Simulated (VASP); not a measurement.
# MgI2 (P1) in VASP: a series of runs, part 2 of 2

VASP 6.6.1. The steps go on from the part before.

## Step 3: Single point, PBE (all Mg atoms moved +0.113 Å, as atom 1 along Cartesian [1 1 0])

INCAR

```
PREC = Accurate
ENCUT = 520
EDIFF = 1E-6
ISMEAR = 0
SIGMA = 0.05
LREAL = F
LASPH = T
NELM = 80
ALGO = Normal
ISIF = 2
LWAVE = F
LCHARG = F
GGA = PE
NBANDS = 15
```

KPOINTS

```
regular mesh
0
Gamma
  6 6 4
```

POSCAR

```
MgI2
1.0
    4.1537001214      0.0000000000      0.0000000000
   -2.0768500607      3.5972098248      0.0000000000
    0.0000000000      0.0000000000      6.8620000000
Mg I
1 2
Direct
    0.0302085952      0.0221142265      0.0000000000
    0.3333333333      0.6666666667      0.7576300000
    0.6666666667      0.3333333333      0.2423700000
```

Potentials or basis: VASP PAW PBE potentials, release 64 (Mg, I).

On the command line:

```bash
cat potpaw_PBE.64/Mg/POTCAR potpaw_PBE.64/I/POTCAR > POTCAR
mpirun -np 1 vasp_std > vasp.out
```

Run time: 51 s. Hardware: 1 thread of Intel Xeon 6975P-C (Granite Rapids), shared host; peak memory 0.3 GiB.

The run converged. Its results:

- Free energy: -7.6795 eV
- Pressure: 1.3 GPa
- Largest force: 0.286 eV/Å
- Band gap on the k mesh: 3.50 eV, indirect (least direct gap 3.68 eV)

Forces on the atoms (eV/Å):
```
Mg  -0.202 -0.202 -0.004
I    0.077  0.101 -0.055
I    0.125  0.101  0.059
```

Stress tensor (GPa, compression positive):
```
1.23 0.05 0.12
0.05 1.23 0.00
0.12 0.00 1.53
```

Levels at points of the mesh, in eV from the valence-band top:
```
           k point  band 6  band 7  band 8  band 9  band 10  band 11
(0.00, 0.00, 0.00)   -0.09   -0.08    0.00    3.68     4.74     6.67
(0.50, 0.00, 0.00)   -1.41   -0.92   -0.47    3.61     5.29     5.52
(0.00, 0.50, 0.00)   -1.41   -0.92   -0.47    3.61     5.30     5.51
(0.50, 0.50, 0.00)   -1.41   -0.92   -0.47    3.61     5.31     5.50
(0.00, 0.00, 0.50)   -0.39   -0.18   -0.18    4.63     4.84     6.49
(0.50, 0.00, 0.50)   -1.14   -0.82   -0.71    3.53     5.20     5.66
(0.00, 0.50, 0.50)   -1.15   -0.82   -0.71    3.52     5.20     5.66
(0.50, 0.50, 0.50)   -1.16   -0.81   -0.70    3.52     5.20     5.66
```

Caveat: the cell differs from its parent crystal (all Mg atoms moved +0.113 Å, as atom 1 along Cartesian [1 1 0]); spin-orbit coupling is left out, which moves the levels of the heavy elements. A k mesh can miss the band edges.

## Step 4: Single point, PBE (all Mg atoms moved +0.037 Å, as atom 1 along Cartesian [1 1 0])

INCAR

```
SYSTEM = MgI2
  ALGO = Normal
  EDIFF = 1E-6
  ENCUT = 520
  GGA = PE
  ISIF = 2
  ISMEAR = 0
  LASPH = .True.
  LCHARG = .True.
  LELF = .True.
  LREAL = .False.
  LVHAR = .True.
  LWAVE = .False.
  NBANDS = 15
  NELM = 60
  PREC = Accurate
  SIGMA = 0.05
```

KPOINTS

```
k-points
0
Gamma
  6 6 4
  0 0 0
```

POSCAR: that of step 3 with these lines changed.

```diff
@@ -8,3 +8,3 @@
 Direct
-    0.0302085952      0.0221142265      0.0000000000
+    0.0100695317      0.0073714088      0.0000000000
     0.3333333333      0.6666666667      0.7576300000
```

Potentials or basis: VASP PAW PBE potentials, release 64 (Mg, I).

On the command line:

```bash
cat potpaw_PBE.64/Mg/POTCAR potpaw_PBE.64/I/POTCAR > POTCAR
mpirun -np 1 vasp_std > vasp.out
```

OUTCAR:

```text
SYSTEM = MgI2
   EDIFF = 1E-6
   ENCUT = 520
   GGA = PE
   ISIF = 2
   ISMEAR = 0
   LASPH = .True.
   LREAL = .False.
   NELM = 60
   PREC = Accurate

 ion  position               nearest neighbor table
   1  0.010  0.007  0.000-   3 2.89   2 2.90   2 2.91   3 2.93   3 2.94   2 2.95
   2  0.333  0.667  0.758-   1 2.90   1 2.91   1 2.95
   3  0.667  0.333  0.242-   1 2.89   1 2.93   1 2.94

  LATTYP: Found a hexagonal cell.
 ALAT       =     4.1537001214
 C/A-ratio  =     1.6520210413

  Lattice vectors:
[... 623 lines left out ...]

  FORCE on cell =-STRESS in cart. coord.  units (eV):
  Direction    XX          YY          ZZ          XY          YZ          ZX
  --------------------------------------------------------------------------------------
  -------------------------------------------------------------------------------------
  Total        0.7274001      0.7273868      0.8955653      0.0032644      0.0000039      0.0087830
  in kB       11.3666454     11.3664373     13.9944625      0.0510115      0.0000610      0.1372471
  external PRESSURE =      12.2425150 kB  Pullay stress =       0.0000000 kB

 VOLUME and BASIS-vectors are now :
 -----------------------------------------------------------------------------
  energy-cutoff  :      520.00
  volume of cell :      102.53
      direct lattice vectors                 reciprocal lattice vectors
     4.153700121  0.000000000  0.000000000     0.240749205  0.138996618  0.000000000
    -2.076850061  3.597209825  0.000000000     0.000000000  0.277993236  0.000000000
     0.000000000  0.000000000  6.862000000     0.000000000  0.000000000  0.145730108

 POSITION                                       TOTAL-FORCE (eV/Angst)
 -----------------------------------------------------------------------------------
      0.02652      0.02652      0.00000        -0.066709     -0.066707     -0.000146
     -0.00000      2.39814      5.19886         0.030718      0.033353     -0.031488
      2.07685      1.19907      1.66314         0.035991      0.033354      0.031634
 -----------------------------------------------------------------------------------
    total drift:                               -0.000014     -0.000015      0.000005

  FREE ENERGIE OF THE ION-ELECTRON SYSTEM (eV)
  ---------------------------------------------------
  free  energy   TOTEN  =        -7.6937567174 eV

  energy  without entropy=       -7.6937567174  energy(sigma->0) =       -7.69375672
```

OSZICAR:

```text
N       E                     dE             d eps       ncg     rms          rms(c)
DAV:   1     0.742831452006E+02    0.74283E+02   -0.57302E+03  2280   0.836E+02
DAV:   2    -0.204226225254E+01   -0.76325E+02   -0.69450E+02  3167   0.131E+02
DAV:   3    -0.773651425040E+01   -0.56943E+01   -0.56714E+01  3064   0.408E+01
DAV:   4    -0.784266594358E+01   -0.10615E+00   -0.10614E+00  3205   0.666E+00
DAV:   5    -0.784381299809E+01   -0.11471E-02   -0.11470E-02  3114   0.633E-01    0.403E+00
DAV:   6    -0.771890294654E+01    0.12491E+00   -0.11045E-01  2700   0.169E+00    0.274E+00
DAV:   7    -0.769536373623E+01    0.23539E-01   -0.12005E-01  2756   0.173E+00    0.740E-01
DAV:   8    -0.769361802320E+01    0.17457E-02   -0.76970E-03  2686   0.499E-01    0.261E-01
DAV:   9    -0.769376405837E+01   -0.14604E-03   -0.98577E-04  3169   0.187E-01    0.957E-02
DAV:  10    -0.769375030645E+01    0.13752E-04   -0.35177E-05  2903   0.411E-02    0.359E-02
DAV:  11    -0.769375616323E+01   -0.58568E-05   -0.14043E-05  2903   0.234E-02    0.222E-02
DAV:  12    -0.769375671742E+01   -0.55418E-06   -0.53376E-07  2421   0.447E-03
   1 F= -.76937567E+01 E0= -.76937567E+01  d E =-.259612E-13
```

stdout:

```text
POSCAR found type information on POSCAR MgI
 POSCAR found :  2 types and       3 ions
 scaLAPACK will be used
 LDA part: xc-table for (Slater+PW92), standard interpolation
 POSCAR, INCAR and KPOINTS ok, starting setup
 FFT: planning ... GRIDC
 FFT: planning ... GRID_SOFT
 FFT: planning ... GRID
 WAVECAR not read
 entering main loop
```

It took 62 s on 1 thread of Intel Xeon 6975P-C (Granite Rapids), shared host; peak memory 0.3 GiB.

Results:

- Free energy: -7.6938 eV
- Pressure: 1.2 GPa
- Largest force: 0.094 eV/Å
- Band gap on the k mesh: 3.51 eV, indirect (least direct gap 3.69 eV)

Forces in eV/Å, atoms in the order of the input:
```
Mg  -0.067 -0.067  0.000
I    0.031  0.033 -0.031
I    0.036  0.033  0.032
```

Caveat: the cell differs from its parent crystal (all Mg atoms moved +0.037 Å, as atom 1 along Cartesian [1 1 0]); spin-orbit coupling is left out, which moves the levels of the heavy elements. A k mesh can miss the band edges.
